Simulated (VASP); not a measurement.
YHg: single point with LDA

The system is YHg.

```xyz
2
Lattice="3.0151 0.0000 0.0000 0.0000 3.0151 0.0000 0.0000 0.0000 3.0151" Properties=species:S:1:pos:R:3 pbc="T T T"
Y     1.5076    1.5076    1.5076
Hg    0.0000    0.0000    0.0000
```

This cell differs from its parent crystal: volume scaled by 0.55.

- Program: VASP 6.6.1
- Task: single point
- Functional: LDA
- Potentials or basis: VASP PAW LDA potentials, release 64 (Y_sv, Hg)
- Cutoff: 520 eV
- k mesh: 10 × 10 × 10
- Occupations: fermi-dirac, width 0.05 eV
- Spin: no spin polarisation
- Dipole correction: no
- Further INCAR settings: ALGO = Normal; EDIFF = 1e-06; NBANDS = 18

```
Pressure : 149.4 GPa
```

Levels at points of the mesh, in eV from the Fermi level:
```csv
k point,band 9,band 10,band 11,band 12,band 13,band 14,band 15,band 16
"(0.00, 0.00, 0.00)",-9.47,-9.47,0.24,0.24,6.88,6.88,6.88,7.81
"(0.50, 0.00, 0.00)",-9.23,-5.17,-4.54,-1.69,0.71,0.71,5.63,8.91
"(0.50, 0.50, 0.00)",-8.23,-5.63,0.61,0.61,1.44,5.43,5.43,8.54
"(0.50, 0.50, 0.50)",-8.17,-4.61,-4.61,-4.61,-0.58,8.95,8.95,11.21
```

Wall time 16 s on 1 thread of Intel(R) Xeon(R) Platinum 8375C CPU @ 2.90GHz (Ice Lake) (shared host), peak memory 0.16 GiB.

Caveat: spin-orbit coupling is left out, which moves the levels of the heavy elements.
